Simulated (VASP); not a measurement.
Write the native input for VASP 6.6.1 that does the following.

| Item | Value |
| --- | --- |
| Task | single point |
| Functional | PBE |
| Potentials or basis | VASP PAW PBE potentials, release 64 (Ca_sv, B) |
| Cutoff | 500 eV |
| k mesh | 6 × 6 × 6 |
| Occupations | gaussian, width 0.1 eV |
| Spin | no spin polarisation |
| Dipole correction | no |
| Further INCAR settings | ALGO = Normal; EDIFF = 1e-06; NBANDS = 14 |

The structure of CaB lies in POSCAR:

```
CaB
1.0
    3.0807913600      0.0000000000      0.0000000000
    0.0000000000      3.0807913600      0.0000000000
    0.0000000000      0.0000000000      3.0807913600
Ca B
1 1
Direct
    0.0000000000      0.0000000000      0.0000000000
    0.5000000000      0.5000000000      0.5000000000
```

These files were run (other wordings do the same):

INCAR

```
SYSTEM = CaB
ALGO = Normal ; EDIFF = 1E-6
ENCUT = 500 ; GGA = PE
GGA_COMPAT = .FALSE. ; ISIF = 2
ISMEAR = 0 ; LASPH = .TRUE.
LCHARG = .FALSE. ; LREAL = .FALSE.
LWAVE = .FALSE. ; NBANDS = 14
NELM = 120 ; PREC = Accurate
SIGMA = 0.1
```

KPOINTS

```
k-points
0
G
  6 6 6
  0 0 0
```

Potentials or basis: VASP PAW PBE potentials, release 64 (Ca_sv, B).

Command:

```console
$ cat potpaw_PBE.64/Ca_sv/POTCAR potpaw_PBE.64/B/POTCAR > POTCAR
$ mpirun -np 1 vasp_std > vasp.out
```

Results of the run:

```json
{
  "Pressure": "14.4 GPa"
}
```

Run time: 4.3 s on 1 thread of Intel(R) Xeon(R) Platinum 8559C (Emerald Rapids) (shared host), peak memory 0.14 GiB.
